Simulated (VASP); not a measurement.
# Ti3Se (P-6m2) in VASP: a series of runs, part 3 of 3

VASP 6.6.1.

**6. Single point, PBEsol+U**

INCAR

```
SYSTEM = Ti3Se
PREC     = Accurate       ! precision mode
ENCUT    = 520            ! plane-wave cutoff, eV
EDIFF    = 1E-7           ! SCF threshold, eV
ISMEAR   = -1             ! smearing method
SIGMA    = 0.05           ! smearing width, eV
LREAL    = .False.        ! projectors in reciprocal space
LASPH    = .True.         ! aspherical terms in the spheres
NELM     = 150            ! most SCF steps
ALGO     = Normal         ! electronic algorithm
ISIF     = 2              ! what is computed and relaxed
LWAVE    = .False.        ! write WAVECAR
LCHARG   = .False.        ! write CHGCAR
LMAXMIX  = 4              ! l up to which the mixer works
LDAU     = .True.         ! DFT+U
LDAUTYPE = 2            
LDAUL    = -1 2           ! shell
LDAUU    = 0 5            ! U, eV
LDAUJ    = 0 0          
LDAUPRINT= 1            
GGA      = PS             ! functional
NBANDS   = 29             ! bands
```

KPOINTS

```
Automatic mesh
0
Gamma
  10 10 4
  0 0 0
```

POSCAR

```
Ti3Se
1.0
    3.1974455988      0.0000000000      0.0000000000
   -1.5987227994      2.7690691158      0.0000000000
    0.0000000000      0.0000000000      7.9427450000
Se Ti
1 3
Direct
    0.0000000000      0.0000000000      0.0000000000
    0.6666666667      0.3333333333      0.5000000000
    0.3333333333      0.6666666667      0.7729020000
    0.3333333333      0.6666666667      0.2270980000
```

Potentials or basis: VASP PAW PBE potentials, release 64 (Se, Ti_sv).

Command:

```sh
$ cat potpaw_PBE.64/Se/POTCAR potpaw_PBE.64/Ti_sv/POTCAR > POTCAR
$ mpirun -np 1 vasp_std > vasp.out
```

OUTCAR:

```text
SYSTEM = Ti3Se
   PREC = Accurate
   ENCUT = 520
   EDIFF = 1E-7
   ISMEAR = -1
   LREAL = .False.
   LASPH = .True.
   NELM = 150
   ISIF = 2
   GGA = PS

 ion  position               nearest neighbor table
   1  0.000  0.000  0.000-   3 2.58   4 2.58   3 2.58   4 2.58   3 2.58   4 2.58
   2  0.667  0.333  0.500-   3 2.85   4 2.85   3 2.85   4 2.85   3 2.85   4 2.85
   3  0.333  0.667  0.773-   1 2.58   1 2.58   1 2.58   2 2.85   2 2.85   2 2.85
   4  0.333  0.667  0.227-   1 2.58   1 2.58   1 2.58   2 2.85   2 2.85   2 2.85

  LATTYP: Found a hexagonal cell.
 ALAT       =     3.1974455988
 C/A-ratio  =     2.4840907389

  Lattice vectors:

 A1 = (   3.1974455988,   0.0000000000,   0.0000000000)
 A2 = (  -1.5987227994,   2.7690691158,   0.0000000000)
 A3 = (   0.0000000000,   0.0000000000,   7.9427450000)

Analysis of symmetry for initial positions (statically):
=====================================================================
 Subroutine PRICEL returns:
 Original cell was already a primitive cell.

 Routine SETGRP: Setting up the symmetry group for a
[... 273 lines left out ...]
  energy without entropy =      -19.88058131  energy(sigma->0) =      -19.89227808

 E-fermi :   8.6242     XC(G=0): -11.5325

 val. band max:        8.6153962287   @ k =   0.1000   0.1000   0.2500
 cond. band min:       8.6295517783   @ k =   0.3000   0.2000   0.0000
 fundamental gap:      0.0141555496
 Fermi energy:         8.6242143629

 k-point     1 :       0.0000    0.0000    0.0000
  band No.  band energies     occupation
      1     -49.7778      2.00000
      2     -49.7603      2.00000
      3     -49.5939      2.00000
      4     -26.2999      2.00000
      5     -26.2232      2.00000
      6     -25.9209      2.00000
[... 757 lines left out ...]
     28      11.2874      0.00000
     29      11.5153      0.00000

 [... further k-points ...]

------------------------ aborting loop because EDIFF is reached ----------------------------------------

  FORCE on cell =-STRESS in cart. coord.  units (eV):
  Direction    XX          YY          ZZ          XY          YZ          ZX
  --------------------------------------------------------------------------------------
  -------------------------------------------------------------------------------------
  Total        1.1697951      1.1697951      2.6673841      0.0000000      0.0000000      0.0000000
  in kB       26.6509560     26.6509560     60.7699062      0.0000000      0.0000000      0.0000000
  external PRESSURE =      38.0239394 kB  Pullay stress =       0.0000000 kB

 VOLUME and BASIS-vectors are now :
 -----------------------------------------------------------------------------
  energy-cutoff  :      520.00
  volume of cell :       70.32
      direct lattice vectors                 reciprocal lattice vectors
     3.197445599  0.000000000  0.000000000     0.312749653  0.180566096  0.000000000
    -1.598722799  2.769069116  0.000000000     0.000000000  0.361132192  0.000000000
     0.000000000  0.000000000  7.942745000     0.000000000  0.000000000  0.125901058

 POSITION                                       TOTAL-FORCE (eV/Angst)
 -----------------------------------------------------------------------------------
      0.00000      0.00000      0.00000        -0.000000      0.000000      0.000000
      1.59872      0.92302      3.97137         0.000000      0.000000      0.000000
     -0.00000      1.84605      6.13896        -0.000000     -0.000000      0.155657
     -0.00000      1.84605      1.80378         0.000000     -0.000000     -0.155657
 -----------------------------------------------------------------------------------
    total drift:                                0.000000     -0.000000     -0.000000

  FREE ENERGIE OF THE ION-ELECTRON SYSTEM (eV)
  ---------------------------------------------------
  free  energy   TOTEN  =       -19.9039748536 eV

  energy  without entropy=      -19.8805813149  energy(sigma->0) =      -19.89227808
```

OSZICAR:

```text
N       E                     dE             d eps       ncg     rms          rms(c)
DAV:   1     0.527479782588E+03    0.52748E+03   -0.21543E+04  2436   0.174E+03
DAV:   2     0.408641866123E+02   -0.48662E+03   -0.47608E+03  2456   0.522E+02
DAV:   3    -0.197812264869E+02   -0.60645E+02   -0.59378E+02  4141   0.154E+02
[... 10 lines left out ...]
DAV:  14    -0.199039662107E+02   -0.29034E-04   -0.65600E-05  3809   0.501E-02    0.110E-02
DAV:  15    -0.199039752868E+02   -0.90762E-05   -0.34226E-05  3550   0.299E-02    0.778E-03
DAV:  16    -0.199039747959E+02    0.49094E-06   -0.57683E-06  3669   0.237E-02    0.273E-03
DAV:  17    -0.199039750518E+02   -0.25589E-06   -0.24743E-06  3063   0.105E-02    0.146E-03
DAV:  18    -0.199039749445E+02    0.10731E-06   -0.11616E-07  2117   0.358E-03    0.699E-04
DAV:  19    -0.199039748536E+02    0.90899E-07   -0.43333E-08  1683   0.187E-03
   1 F= -.19903975E+02 E0= -.19892278E+02  d E =-.233935E-01
```

It took 96 s on 1 thread of Intel Xeon Platinum 8488C (Sapphire Rapids), shared host; peak memory 0.22 GiB.

What came out:

```yaml
Free_energy: -19.9040 eV
Pressure: 3.8 GPa
Largest_force: 0.156 eV/Å
Band_gap_on_the_k_mesh: zero (bands 21 and 22 overlap by 0.78 eV)
```

Forces on the atoms (eV/Å):
```
Se   0.000  0.000  0.000
Ti   0.000  0.000  0.000
Ti   0.000  0.000  0.156
Ti   0.000  0.000 -0.156
```

Eigenvalues of the final occupation matrices:
| site | spin | trace | eigenvalues |
| --- | --- | --- | --- |
| site 2 d | 1 | 0.81 | 0.15 0.15 0.17 0.17 0.18 |
| site 2 d | 2 | 0.81 | 0.15 0.15 0.17 0.17 0.18 |
| site 3 d | 1 | 0.87 | 0.14 0.14 0.19 0.20 0.20 |
| site 3 d | 2 | 0.87 | 0.14 0.14 0.19 0.20 0.20 |
| site 4 d | 1 | 0.87 | 0.14 0.14 0.19 0.20 0.20 |
| site 4 d | 2 | 0.87 | 0.14 0.14 0.19 0.20 0.20 |

Caveat: the cell stands under pressure; the PAW data sets were made with another functional, which shifts forces and pressure a little; U without spin polarisation on a metal has little footing.

**7. Overview**

```tsv
U	gap on the mesh (eV)	pressure (GPa)	largest force (eV/Å)
Ti d U = 1.0 eV	none	-2.8	0.08
Ti d U = 2.0 eV	none	-1.2	0.10
Ti d U = 3.0 eV	none	0.4	0.12
Ti d U = 4.0 eV	none	2.1	0.13
Ti d U = 5.0 eV	none	3.8	0.16
```

Alike in all rows: task single point; level PBEsol+U; potentials or basis VASP PAW PBE potentials, release 64 (Se, Ti_sv); no spin polarisation; cell as given; k mesh 10 × 10 × 4; cutoff (eV) 520; smearing fermi-dirac 0.05 eV.

Caveats: the PAW data sets were made with another functional, which shifts forces and pressure a little; U without spin polarisation on a metal has little footing; the cell stands under pressure (at least some runs).

Absolute energies hang on the potentials; compare differences alone.
